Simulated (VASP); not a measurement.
# SnO2 in VASP: further runs, part 3 of 3

VASP 6.6.1.

## 5. Single point, LDA

This run uses another cell than the first one, of 12.04 Å³/atom, 0.990 times its volume.

Contents of INCAR:

```
ALGO = Normal
EDIFF = 1E-6
ENCUT = 520
GGA = CA
ISIF = 2
ISMEAR = 0
LASPH = True
LCHARG = False
LREAL = False
LWAVE = False
NBANDS = 64
NELM = 80
PREC = Accurate
SIGMA = 0.02
```

Contents of KPOINTS:

```
k-points
0
Gamma
  6 6 6
```

Contents of POSCAR:

```
SnO2
1.0
   -3.1988739584      3.3603908119      3.3603909759
    3.1988739584     -3.3603908119      3.3603909759
    3.1988739584      3.3603908119     -3.3603909759
Sn O
4 8
Direct
    0.9999970732      0.2499970732      0.7500000000
    0.0000029268      0.7500029268      0.2500000000
    0.5000000000      0.5000000000      0.5000000000
    0.5000000000      0.0000000000      0.0000000000
    0.1936664150      0.1936684459      0.5000020310
    0.6936689660      0.7500025592      0.9436664068
    0.1936664150      0.6936643840      0.9999979690
    0.3063361524      0.7500025592      0.5563335932
    0.6936638476      0.2499974408      0.4436664068
    0.3063310340      0.2499974408      0.0563335932
    0.8063335850      0.3063356160      0.0000020310
    0.8063335850      0.8063315541      0.4999979690
```

Potentials or basis: VASP PAW LDA potentials, release 64 (Sn_d, O).

Command:

```
$ cat potpaw_LDA.64/Sn_d/POTCAR potpaw_LDA.64/O/POTCAR > POTCAR
$ mpirun -np 1 vasp_std > vasp.out
```

OUTCAR:

```text
EDIFF = 1E-6
   ENCUT = 520
   GGA = CA
   ISIF = 2
   ISMEAR = 0
   LASPH = True
   LREAL = False
   NELM = 80
   PREC = Accurate

 ion  position               nearest neighbor table
   1  1.000  0.250  0.750-  10 2.06   9 2.06  12 2.06  11 2.06   7 2.06   5 2.06   2 3.20   2 3.20
                             4 3.72   3 3.72   4 3.72   3 3.72   3 3.72   4 3.72   3 3.72   4 3.72
   2  0.000  0.750  0.250-   6 2.06   8 2.06   5 2.06   7 2.06  11 2.06  12 2.06   1 3.20   1 3.20
                             4 3.72   3 3.72   4 3.72   3 3.72   4 3.72   3 3.72   3 3.72   4 3.72
   3  0.500  0.500  0.500-   5 2.06  12 2.06   8 2.06   9 2.06  10 2.06   6 2.06   4 3.20   4 3.20
                             2 3.72   1 3.72   2 3.72   1 3.72   2 3.72   1 3.72   1 3.72   2 3.72
   4  0.500  0.000  0.000-   7 2.06  11 2.06   8 2.06   9 2.06  10 2.06   6 2.06   3 3.20   3 3.20
                             1 3.72   2 3.72   2 3.72   1 3.72   2 3.72   1 3.72   2 3.72   1 3.72
   5  0.194  0.194  0.500-   3 2.06   2 2.06   1 2.06
   6  0.694  0.750  0.944-   2 2.06   3 2.06   4 2.06
   7  0.194  0.694  1.000-   4 2.06   2 2.06   1 2.06
   8  0.306  0.750  0.556-   2 2.06   3 2.06   4 2.06
[... 1828 lines left out ...]

------------------------ aborting loop because EDIFF is reached ----------------------------------------

  FORCE on cell =-STRESS in cart. coord.  units (eV):
  Direction    XX          YY          ZZ          XY          YZ          ZX
  --------------------------------------------------------------------------------------
  -------------------------------------------------------------------------------------
  Total       -1.5138553     -1.9294406     -1.9294408      0.0000000      0.0000000      0.0000000
  in kB      -16.7864251    -21.3946547    -21.3946568      0.0000000      0.0000000      0.0000000
  external PRESSURE =     -19.8585789 kB  Pullay stress =       0.0000000 kB

 VOLUME and BASIS-vectors are now :
 -----------------------------------------------------------------------------
  energy-cutoff  :      520.00
  volume of cell :      144.49
      direct lattice vectors                 reciprocal lattice vectors
    -3.198873958  3.360390812  3.360390976     0.000000000  0.148792217  0.148792210
     3.198873958 -3.360390812  3.360390976     0.156305002  0.000000000  0.148792210
     3.198873958  3.360390812 -3.360390976     0.156305002  0.148792217  0.000000000

 POSITION                                       TOTAL-FORCE (eV/Angst)
 -----------------------------------------------------------------------------------
      0.00000      5.04059      1.68018         0.000410     -0.000043      0.000796
      3.19887     -1.68020      1.68022        -0.000410      0.000043     -0.000796
      1.59944      1.68020      1.68020        -0.000000     -0.000796     -0.000043
     -1.59944      1.68020      1.68020         0.000000      0.000796      0.000043
      1.59945      1.68020     -0.37861        -0.002591     -0.004439      0.022250
      3.19887      2.98179      1.68021        -0.001914      0.021679     -0.004246
      4.79830      1.68020     -0.37861         0.002591      0.004439      0.021487
      3.19887      0.37861      1.68021         0.003267     -0.022058     -0.004246
      0.00000      2.98179      1.68018         0.001914      0.022058      0.004246
      0.00000      0.37861      1.68018        -0.003267     -0.021679      0.004246
     -1.59942      1.68020      3.73900        -0.002591      0.004054     -0.021866
      1.59942      1.68020      3.73900         0.002591     -0.004054     -0.021871
 -----------------------------------------------------------------------------------
    total drift:                               -0.009258     -0.027409     -0.054851

  FREE ENERGIE OF THE ION-ELECTRON SYSTEM (eV)
  ---------------------------------------------------
  free  energy   TOTEN  =       -84.5555253850 eV

  energy  without entropy=      -84.5555253850  energy(sigma->0) =      -84.55552539
```

OSZICAR:

```text
N       E                     dE             d eps       ncg     rms          rms(c)
DAV:   1     0.159400038524E+04    0.15940E+04   -0.48814E+04  4480   0.259E+03
DAV:   2     0.239758340680E+03   -0.13542E+04   -0.12838E+04  4080   0.802E+02
DAV:   3    -0.698599565430E+02   -0.30962E+03   -0.30289E+03  4152   0.279E+02
DAV:   4    -0.959996889701E+02   -0.26140E+02   -0.25846E+02  4800   0.896E+01
DAV:   5    -0.967909692129E+02   -0.79128E+00   -0.78855E+00  4536   0.161E+01    0.221E+01
DAV:   6    -0.846128151494E+02    0.12178E+02   -0.41649E+01  6112   0.698E+01    0.836E+00
DAV:   7    -0.847415364092E+02   -0.12872E+00   -0.46617E+00  4328   0.891E+00    0.464E+00
DAV:   8    -0.845967794596E+02    0.14476E+00   -0.72324E-01  5544   0.573E+00    0.118E+00
DAV:   9    -0.845552172371E+02    0.41562E-01   -0.19295E-01  5800   0.443E+00    0.219E-01
DAV:  10    -0.845554817083E+02   -0.26447E-03   -0.13955E-02  5280   0.833E-01    0.867E-02
DAV:  11    -0.845555217916E+02   -0.40083E-04   -0.97932E-04  5672   0.297E-01    0.324E-02
DAV:  12    -0.845555353346E+02   -0.13543E-04   -0.11314E-04  5088   0.637E-02    0.299E-02
DAV:  13    -0.845555249801E+02    0.10355E-04   -0.42707E-05  5544   0.673E-02    0.238E-03
DAV:  14    -0.845555253850E+02   -0.40498E-06   -0.44803E-06  3696   0.103E-02
   1 F= -.84555525E+02 E0= -.84555525E+02  d E =-.262390E-17
```

Run time: 3.6 min. Hardware: 1 thread of AMD EPYC 9R45 (Zen 5), shared host; peak memory 0.34 GiB.

What came out:

* Free energy: -84.5555 eV
* Pressure: -2.0 GPa
* Largest force: 0.023 eV/Å
* Band gap on the k mesh: 1.03 eV

Forces on the atoms (eV/Å):
```
Sn   0.000  0.000  0.001
Sn   0.000  0.000 -0.001
Sn   0.000 -0.001  0.000
Sn   0.000  0.001  0.000
O   -0.003 -0.004  0.022
O   -0.002  0.022 -0.004
O    0.003  0.004  0.021
O    0.003 -0.022 -0.004
O    0.002  0.022  0.004
O   -0.003 -0.022  0.004
O   -0.003  0.004 -0.022
O    0.003 -0.004 -0.022
```

Levels at points of the mesh, in eV from the valence-band top:
```tsv
k point	band 49	band 50	band 51	band 52	band 53	band 54	band 55	band 56
(0.00, 0.00, 0.00)	-0.84	-0.80	-0.80	0.00	1.03	4.58	4.58	5.85
(0.50, 0.00, 0.00)	-0.74	-0.74	-0.65	-0.65	4.20	4.20	6.18	6.18
(0.00, 0.50, 0.00)	-0.86	-0.86	-0.52	-0.52	4.33	4.33	5.91	5.91
(0.50, 0.50, 0.50)	-1.27	-1.27	-0.91	-0.91	4.58	4.58	5.90	5.90
```

Caveat: spin-orbit coupling is left out, which moves the levels of the heavy elements. A hybrid or GW would open this gap; LDA tends to underestimate it.

## 6. Single point, LDA

This run uses another cell than the first one, of 11.14 Å³/atom, 0.916 times its volume.

Contents of INCAR:

```
SYSTEM = SnO2
PREC = Accurate
ENCUT = 520
EDIFF = 1E-6
ISMEAR = 0
SIGMA = 0.02
LREAL = .FALSE.
LASPH = .TRUE.
NELM = 100
ALGO = Normal
ISIF = 2
LWAVE = .FALSE.
LCHARG = .FALSE.
NBANDS = 64
```

Contents of KPOINTS:

```
regular mesh
0
G
  6 6 6
  0 0 0
```

Contents of POSCAR:

```
SnO2
1.0
   -3.1531186902      3.2554358950      3.2554358950
    3.1531186902     -3.2554358950      3.2554358950
    3.1531186902      3.2554358950     -3.2554358950
Sn O
4 8
Direct
    1.0000000000      0.2500000000      0.7500000000
    0.0000000000      0.7500000000      0.2500000000
    0.5000000000      0.5000000000      0.5000000000
    0.5000000000      0.0000000000      0.0000000000
    0.1945616106      0.1945616106      0.5000000000
    0.6945616106      0.7500000000      0.9445616106
    0.1945616106      0.6945616106      1.0000000000
    0.3054383894      0.7500000000      0.5554383894
    0.6945616106      0.2500000000      0.4445616106
    0.3054383894      0.2500000000      0.0554383894
    0.8054383894      0.3054383894      0.0000000000
    0.8054383894      0.8054383894      0.5000000000
```

Potentials or basis: VASP PAW LDA potentials, release 64 (Sn_d, O).

Command:

```
$ cat potpaw_LDA.64/Sn_d/POTCAR potpaw_LDA.64/O/POTCAR > POTCAR
$ mpirun -np 1 vasp_std > vasp.out
```

It took 10 min on 1 thread of Oxide Virtual Turin-like, shared host; peak memory 0.29 GiB.

The run converged. Its results:

| Item | Value |
| --- | --- |
| Free energy | -84.1070 eV |
| Pressure | 16.3 GPa |
| Largest force | 0.023 eV/Å |
| Band gap on the k mesh | 1.92 eV |

Forces in eV/Å, atoms in the order of the input:
```
Sn   0.000  0.000  0.000
Sn   0.000  0.000  0.000
Sn   0.000  0.000  0.000
Sn   0.000  0.000  0.000
O    0.000  0.000  0.023
O    0.000  0.023  0.000
O    0.000  0.000  0.023
O    0.000 -0.023  0.000
O    0.000  0.023  0.000
O    0.000 -0.023  0.000
O    0.000  0.000 -0.023
O    0.000  0.000 -0.023
```

Stress tensor (GPa, compression positive):
```
16.68  0.00  0.00
 0.00 16.13  0.00
 0.00  0.00 16.13
```

Levels at points of the mesh, in eV from the valence-band top:
```tsv
k point	band 50	band 51	band 52	band 53	band 54	band 55
(0.00, 0.00, 0.00)	-0.85	-0.85	0.00	1.92	5.38	5.38
(0.50, 0.00, 0.00)	-0.67	-0.61	-0.61	5.05	5.05	7.11
(0.00, 0.50, 0.00)	-0.91	-0.56	-0.56	5.20	5.20	6.80
(0.50, 0.50, 0.50)	-1.36	-0.95	-0.95	5.44	5.44	6.82
```

Caveat: spin-orbit coupling is left out, which moves the levels of the heavy elements.

## 7. Overview

| cell | gap on the mesh (eV) | pressure (GPa) | largest force (eV/Å) |
| --- | --- | --- | --- |
| a = 5.813, b = 5.813, c = 5.689 Å, angles 112.9, 108.3, 108.3°, 12 atoms | 0.95 | -3.4 | 0.03 |
| a = 5.699 Å, angles 111.9, 108.3, 108.3°, 12 atoms | 1.20 | 1.1 | 0.02 |
| a = 5.631 Å, angles 111.5, 108.5, 108.5°, 12 atoms | 1.60 | 9.2 | 0.02 |
| a = 5.729 Å, angles 112.1, 108.2, 108.2°, 12 atoms | 1.03 | -2.0 | 0.02 |
| a = 5.580 Å, angles 111.2, 108.6, 108.6°, 12 atoms | 1.92 | 16.3 | 0.02 |

Alike in all rows: task single point; level LDA; potentials or basis VASP PAW LDA potentials, release 64 (Sn_d, O); no spin polarisation; k mesh 6 × 6 × 6; cutoff (eV) 520; smearing gaussian 0.02 eV.

Caveats: spin-orbit coupling is left out, which moves the levels of the heavy elements.

Absolute energies hang on the potentials; compare differences alone.
